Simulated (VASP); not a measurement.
# Si (Fd-3m) in VASP: single point with HSE06

Aim: the single point of Si with HSE06.

Everything below comes from runs of VASP 6.6.1. Logs are shortened: lines on timing, memory, paths and dates and some standing lists are left out, and cuts for length are marked.

### 1 The cell of the first run

It takes space group Fd-3m (No. 227, cubic). Conventional cell: a = 5.444 Å, b = 5.444 Å, c = 5.444 Å, α = 90.00°, β = 90.00°, γ = 90.00°. Si (site symmetry -43m) has 4 Si at 2.36 Å within 3.1 Å.

### 2 Single point, HSE06

Contents of POSCAR:

```
Si
1.0
    0.0000000000      2.7221188956      2.7221188956
    2.7221188956      0.0000000000      2.7221188956
    2.7221188956      2.7221188956      0.0000000000
Si
2
Direct
    0.0000000000      0.0000000000      0.0000000000
    0.2500000000      0.2500000000      0.2500000000
```

Contents of INCAR.step1:

```
SYSTEM = Si
PREC = Accurate
ENCUT = 520
EDIFF = 1E-5
ISMEAR = 0
SIGMA = 0.01
LREAL = .False.
LASPH = .True.
NELM = 100
ALGO = Normal
ISIF = 2
LWAVE = .True.
NBANDS = 11
GGA = PE
```

Contents of INCAR.step2:

```
SYSTEM = Si
PREC = Accurate
ENCUT = 520
EDIFF = 1E-6
ISMEAR = 0
SIGMA = 0.01
LREAL = .False.
LASPH = .True.
NELM = 100
ALGO = Normal
ISIF = 2
LWAVE = .False.
LCHARG = .True.
GGA = PE
LHFCALC = .True.
HFSCREEN = 0.2079
PRECFOCK = Normal
LELF = .True.
LVHAR = .True.
NBANDS = 11
ISTART = 1
```

Contents of KPOINTS:

```
regular mesh
0
Gamma
  6 6 6
  0 0 0
```

Potentials or basis: VASP PAW PBE potentials, release 64 (Si).

The run is started by

```sh
cat potpaw_PBE.64/Si/POTCAR > POTCAR
cp INCAR.step1 INCAR
mpirun -np 1 vasp_std > vasp.out
cp INCAR.step2 INCAR
mpirun -np 1 vasp_std > vasp.out
```

OUTCAR:

```text
SYSTEM = Si
   PREC = Accurate
   ENCUT = 520
   EDIFF = 1E-6
   ISMEAR = 0
   LREAL = .False.
   LASPH = .True.
   NELM = 100
   ISIF = 2
   GGA = PE
   LHFCALC = .True.
   HFSCREEN = 0.2079
   PRECFOCK = Normal
   ISTART = 1

 ion  position               nearest neighbor table
   1  0.000  0.000  0.000-   2 2.36   2 2.36   2 2.36   2 2.36
   2  0.250  0.250  0.250-   1 2.36   1 2.36   1 2.36   1 2.36

  LATTYP: Found a face centered cubic cell.
 ALAT       =     5.4442377912

  Lattice vectors:

 A1 = (   0.0000000000,   2.7221188956,   2.7221188956)
 A2 = (   2.7221188956,   0.0000000000,   2.7221188956)
 A3 = (   2.7221188956,   2.7221188956,   0.0000000000)

Analysis of symmetry for initial positions (statically):
=====================================================================
 Subroutine PRICEL returns:
 Original cell was already a primitive cell.

 Routine SETGRP: Setting up the symmetry group for a
 face centered cubic supercell.

 Subroutine GETGRP returns: Found 48 space group operations
 (whereof 24 operations were pure point group operations)
 out of a pool of 48 trial point group operations.

The static configuration has the point symmetry T_d .
 The point group associated with its full space group is O_h .

Analysis of symmetry for dynamics (positions and initial velocities):
=====================================================================
 Subroutine PRICEL returns:
 Original cell was already a primitive cell.

 Routine SETGRP: Setting up the symmetry group for a
 face centered cubic supercell.

 Subroutine GETGRP returns: Found 48 space group operations
 (whereof 24 operations were pure point group operations)
 out of a pool of 48 trial point group operations.

The dynamic configuration has the point symmetry T_d .
 The point group associated with its full space group is O_h .

 Subroutine INISYM returns: Found 48 space group operations
 (whereof 24 operations are pure point group operations),
 and found     1 'primitive' translations

----------------------------------------------------------------------------------------

                                     Primitive cell

  volume of cell :      40.3414

  direct lattice vectors                    reciprocal lattice vectors
     0.000000000  2.722118896  2.722118896    -0.183680441  0.183680441  0.183680441
     2.722118896  0.000000000  2.722118896     0.183680441 -0.183680441  0.183680441
     2.722118896  2.722118896  0.000000000     0.183680441  0.183680441 -0.183680441

  length of vectors
[... 90 lines left out ...]
   IALGO  =     38    algorithm
   IMIX   =      1    mixing-type and parameters
     AMIX     =   0.40;   BMIX     =  1.00
     AMIX_MAG =   1.60;   BMIX_MAG =  1.00
  volume/ion in A,a.u.               =      20.17       136.12
  Fermi-wavevector in a.u.,A,eV,Ry     =   0.954672  1.804069 12.400344  0.911400
  Thomas-Fermi vector in A             =   2.083440
   LORBIT       =      0    0 simple, 1 ext, 2 COOP (PROOUT), +10 PAW based schemes
   GGA     = PE    functional components
   LHFCALC =     T    Hartree Fock is set to
   PRECFOCK=normal    Normal, Fast or Accurate (Low or Medium for compatibility)
   ENCUT4O =  -1.0   cutoff for four orbital integrals eV
   NKREDX  =     1    reduce k-point grid by
   NKREDY  =     1    reduce k-point grid by
   NKREDZ  =     1    reduce k-point grid by
   AEXX    =    0.2500 exact exchange contribution
   HFSCREEN=    0.2079 screening length (either q_TF or 0.3 A-1)
   HFSCREENC=   0.2079 screening length for correlation (either q_TF or 0.3 A-1)
   ENCUTFOCK=  -1.0 apply spherical cutoff to Coloumb kernel
   IVDW    =     0    specifies the selected vdW correction
   LEPSILON=     F    determine dielectric tensor
   LRPA    =     F    only Hartree local field effects (RPA)
 non-spin polarized calculation
 Gauss-broadening in eV      SIGMA  =   0.01
  energy-cutoff  :      520.00
  volume of cell :       40.34
 maximum number of plane-waves:      1106
 NGX is ok and might be reduce to    30
  NGX = 24; NGY = 24; NGZ = 24

 number of electron       8.0000001 magnetization

 Free energy of the ion-electron system (eV)
  ---------------------------------------------------
  ext. energy  EPLUGINS =         0.00000000
  ---------------------------------------------------
  free energy    TOTEN  =       -12.53266467 eV

  energy without entropy =      -12.53266467  energy(sigma->0) =      -12.53266467

 E-fermi :   5.5090     XC(G=0):  -7.8248

 val. band max:        5.4001014502   @ k =   0.0000   0.0000   0.0000
 cond. band min:       6.7067625905   @ k =   0.5000   0.5000   0.0000
 fundamental gap:      1.3066611402
 Fermi energy:         5.5089564383

 k-point     1 :       0.0000    0.0000    0.0000
  band No.  band energies     occupation
      1      -7.8319      2.00000
      2       5.4001      2.00000
      3       5.4001      2.00000
      4       5.4001      2.00000
      5       8.7225      0.00000
      6       8.7225      0.00000
      7       8.7225      0.00000
      8       9.6323      0.00000
      9      14.1656      0.00000
     10      14.1798      0.00000
     11      14.1798      0.00000
[... 197 lines left out ...]
 k-point    16 :      -0.3333    0.5000    0.1667
  band No.  band energies     occupation
      1      -3.1084      2.00000
      2      -3.1084      2.00000
      3       1.4659      2.00000
      4       1.4659      2.00000
      5       8.8611      0.00000
      6       8.8611      0.00000
      7      13.1889      0.00000
      8      13.1889      0.00000
      9      17.2477      0.00000
     10      17.2477      0.00000
     11      19.6622      0.00000

------------------------ aborting loop because EDIFF is reached ----------------------------------------

  FORCE on cell =-STRESS in cart. coord.  units (eV):
  Direction    XX          YY          ZZ          XY          YZ          ZX
  --------------------------------------------------------------------------------------
  -------------------------------------------------------------------------------------
  Total       -0.1328304     -0.1328304     -0.1328304     -0.0000000     -0.0000000     -0.0000000
  in kB       -5.2754162     -5.2754162     -5.2754162     -0.0000000     -0.0000000     -0.0000000
  external PRESSURE =      -5.2754162 kB  Pullay stress =       0.0000000 kB

 VOLUME and BASIS-vectors are now :
 -----------------------------------------------------------------------------
  energy-cutoff  :      520.00
  volume of cell :       40.34
      direct lattice vectors                 reciprocal lattice vectors
     0.000000000  2.722118896  2.722118896    -0.183680441  0.183680441  0.183680441
     2.722118896  0.000000000  2.722118896     0.183680441 -0.183680441  0.183680441
     2.722118896  2.722118896  0.000000000     0.183680441  0.183680441 -0.183680441

 POSITION                                       TOTAL-FORCE (eV/Angst)
 -----------------------------------------------------------------------------------
      0.00000      0.00000      0.00000         0.000000      0.000000      0.000000
      1.36106      1.36106      1.36106        -0.000000     -0.000000     -0.000000
 -----------------------------------------------------------------------------------
    total drift:                               -0.000000     -0.000000     -0.000000

  FREE ENERGIE OF THE ION-ELECTRON SYSTEM (eV)
  ---------------------------------------------------
  free  energy   TOTEN  =       -12.5326646658 eV

  energy  without entropy=      -12.5326646658  energy(sigma->0) =      -12.53266467
```

OSZICAR.step1:

```text
N       E                     dE             d eps       ncg     rms          rms(c)
DAV:   1     0.497940525287E+01    0.49794E+01   -0.32290E+03   352   0.561E+02
DAV:   2    -0.104305009197E+02   -0.15410E+02   -0.14608E+02   432   0.788E+01
DAV:   3    -0.109996646971E+02   -0.56916E+00   -0.56714E+00   464   0.127E+01
DAV:   4    -0.110037253878E+02   -0.40607E-02   -0.40601E-02   424   0.124E+00
DAV:   5    -0.110037635364E+02   -0.38149E-04   -0.38148E-04   440   0.116E-01    0.485E+00
DAV:   6    -0.108794911657E+02    0.12427E+00   -0.69801E-02   406   0.109E+00    0.296E+00
DAV:   7    -0.108224410104E+02    0.57050E-01   -0.13590E-01   394   0.164E+00    0.180E-01
DAV:   8    -0.108237840518E+02   -0.13430E-02   -0.60117E-03   403   0.418E-01    0.809E-02
DAV:   9    -0.108240033390E+02   -0.21929E-03   -0.20906E-04   439   0.882E-02    0.592E-02
DAV:  10    -0.108240291637E+02   -0.25825E-04   -0.22252E-05   411   0.272E-02    0.543E-03
DAV:  11    -0.108240298673E+02   -0.70352E-06   -0.21064E-06   300   0.769E-03
   1 F= -.10824030E+02 E0= -.10824030E+02  d E =-.502241E-30
```

Run time: 11 min. Hardware: 1 thread of Intel Xeon Platinum 8259CL at 2.50GHz (Skylake/Cascade Lake), shared host; peak memory 0.27 GiB.

Results:

```
Free energy            : -12.5327 eV
Pressure               : -0.5 GPa
Band gap on the k mesh : 1.31 eV (least direct gap 3.32 eV)
```

Caveat: the PAW data sets were made with another functional, which shifts forces and pressure a little.
